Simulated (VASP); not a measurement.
Here is a VASP 6.6.1 calculation.

INCAR

```
PREC = Accurate
ENCUT = 560
EDIFF = 1E-6
ISMEAR = -1
SIGMA = 0.1
LREAL = F
LASPH = T
NELM = 120
ALGO = Normal
ISIF = 2
LWAVE = F
LCHARG = F
GGA = CA
NBANDS = 23
GGA_COMPAT = F
```

The input KPOINTS:

```
Automatic mesh
0
Gamma
  19 19 11
```

File POSCAR:

```
Os
1.0
    2.7175247593      0.0000000000      0.0000000000
   -1.3587623796      2.3534454770      0.0000000000
    0.0000000000      0.0000000000      4.2844606214
Os
2
Direct
    0.3333333333      0.6666666667      0.2500000000
    0.6666666667      0.3333333333      0.7500000000
```

Potentials or basis: VASP PAW LDA potentials, release 64 (Os_sv_GW).

The run is started by

```sh
$ cat potpaw_LDA.64/Os_sv_GW/POTCAR > POTCAR
$ mpirun -np 1 vasp_std > vasp.out
```

Question: Predict the pressure.

Answer: 0.5 GPa.

Question: Estimate the band gap on the k mesh.

Answer: Zero (bands 16 and 17 overlap by 4.11 eV).

Stress tensor (GPa, compression positive):
```
0.21 0.00 0.00
0.00 0.21 0.00
0.00 0.00 1.16
```

Caveat: spin-orbit coupling is left out, which moves the levels of the heavy elements.
